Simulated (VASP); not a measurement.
Input of a VASP 6.6.1 run:

The input POSCAR:

```
Ag
1.0
    0.0000000000      2.0524998142      2.0524998142
    2.0524998142      0.0000000000      2.0524998142
    2.0524998142      2.0524998142      0.0000000000
Ag
1
Direct
    0.0000000000      0.0000000000      0.0000000000
```

File INCAR.step1:

```
PREC = Accurate
ENCUT = 520
ISMEAR = -1
SIGMA = 0.05
LREAL = False
LASPH = True
NELM = 60
NBANDS = 12
GGA = PE
ALGO = Normal
EDIFF = 1E-4
LWAVE = True
LCHARG = False
```

Contents of INCAR.step2:

```
PREC = Accurate
ENCUT = 520
EDIFF = 1E-7
ISMEAR = -1
SIGMA = 0.05
LREAL = False
LASPH = True
NELM = 60
ALGO = Normal
ISIF = 2
LWAVE = False
LCHARG = False
METAGGA = R2SCAN
LMIXTAU = True
NBANDS = 12
ISTART = 1
```

Contents of KPOINTS:

```
Automatic mesh
0
Gamma
  16 16 16
```

Potentials or basis: VASP PAW PBE potentials, release 64 (Ag).

Command:

```console
$ cat potpaw_PBE.64/Ag/POTCAR > POTCAR
$ cp INCAR.step1 INCAR
$ mpirun -np 1 vasp_std > vasp.out
$ cp INCAR.step2 INCAR
$ mpirun -np 1 vasp_std > vasp.out
```

Problem. Predict the pressure.

Solution. 0.1 GPa.

Caveat: the PAW data sets were made with another functional, which shifts forces and pressure a little.
